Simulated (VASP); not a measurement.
Write the native input for VASP 6.6.1 that does the following.

```
Task                   : single point
Functional             : BLYP
Potentials or basis    : VASP PAW PBE potentials, release 64 (Cu, O)
Cutoff                 : 600 eV
k mesh                 : 5 × 4 × 3
Occupations            : methfessel-paxton, width 0.22 eV
Spin                   : collinear spin, ferromagnetic start
Starting moments       : [0.46, 0.25] μB
Dipole correction      : no
Further INCAR settings : ALGO = Normal; EDIFF = 1e-06; NBANDS = 20; ISYM = 0
```

The structure of CuO lies in POSCAR:

```
CuO
1.0
    0.0000000000      2.1512638730      2.1512638730
    2.1512638730      0.0000000000      2.1512638730
    2.1512638730      2.1512638730      0.0000000000
Cu O
1 1
Direct
    0.0000000000      0.0000000000      0.0000000000
    0.5000000000      0.5000000000      0.5000000000
```

One way to write it, as run:

INCAR

```
SYSTEM = CuO
  PREC = Accurate
  ENCUT = 600
  EDIFF = 1E-6
  ISMEAR = 1
  SIGMA = 0.22
  LREAL = .False.
  LASPH = .True.
  NELM = 200
  ALGO = Normal
  ISIF = 2
  LWAVE = .False.
  LCHARG = .True.
  ISPIN = 2
  MAGMOM = 0.46 0.25
  LORBIT = 11
  LMAXMIX = 4
  GGA = B5
  ALDAX = 1.0
  AGGAX = 1.0
  AGGAC = 1.0
  ALDAC = 0.0
  LELF = .True.
  LVHAR = .True.
  ISYM = 0
  NBANDS = 20
  GGA_COMPAT = .False.
```

KPOINTS

```
regular mesh
0
Gamma
  5 4 3
  0 0 0
```

Potentials or basis: VASP PAW PBE potentials, release 64 (Cu, O).

Launch:

```bash
$ cat potpaw_PBE.64/Cu/POTCAR potpaw_PBE.64/O/POTCAR > POTCAR
$ mpirun -np 1 vasp_std > vasp.out
```

Results of the run:

| Item | Value |
| --- | --- |
| Pressure | 0.3 GPa |
| Net moment | 0.00 μB per cell |
| Valence electrons inside the program's atomic spheres | Cu 9.76; O 4.91 |

Caveat: the k points lie up to 0.72 Å⁻¹ apart; the PAW data sets were made with another functional, which shifts forces and pressure a little.

It took 110 s on 1 thread of Intel Xeon 8259CL (shared host), peak memory 0.13 GiB.
